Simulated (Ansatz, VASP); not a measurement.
**Ta2NbO2: VASP beside Ansatz**

```xyz
5
Lattice="-2.1264 2.1264 4.1851 2.1264 -2.1264 4.1851 2.1264 2.1264 -4.1851" Properties=species:S:1:pos:R:3 pbc="T T T"
Ta    0.0000    2.1264    2.0925
Ta    2.1264    0.0000    2.0925
Nb    0.0000    0.0000    0.0000
O     0.0000    0.0000    6.1994
O     0.0000    0.0000    2.1708
```

Change from the starting cell: species swapped into the NdMn2Si2 type (I4/mmm, No. 139).

Alike in both runs: functional PBE; k mesh 12 × 12 × 12; occupations gaussian, width 0.1 eV; no spin polarisation.

Ansatz relaxed the structure, and its values are those at the end. VASP's run is a single point on that final structure, the one shown.

|  | VASP | Ansatz |
| --- | --- | --- |
| version | VASP 6.6.1 | Ansatz 0.2.0 |
| potentials or method | VASP PAW PBE potentials, release 64 (Ta_pv, Nb_sv, O), cutoff 520 eV | scalar-relativistic, plane waves, PAW |
| valence electrons in the cell | 47 | 51 |

|  | VASP | Ansatz | Ansatz less VASP |
| --- | --- | --- | --- |
| gap on the k mesh at the Fermi level (eV) | none | none | - |
| pressure (GPa) | 0.2 | 0.0 | -0.25 |
| rms of the force components (eV/Å) | 0.006 | 0.001 | -0.0043 |

A gap of «none» marks a metal or a gap that the smearing closes. With one functional, cell and mesh, what is left measures potentials, basis and numerics. VASP's potentials hold 47 valence electrons a cell and Ansatz's 51, so a difference there can come from the potentials and not from the codes.

Neither program's run includes spin-orbit coupling.
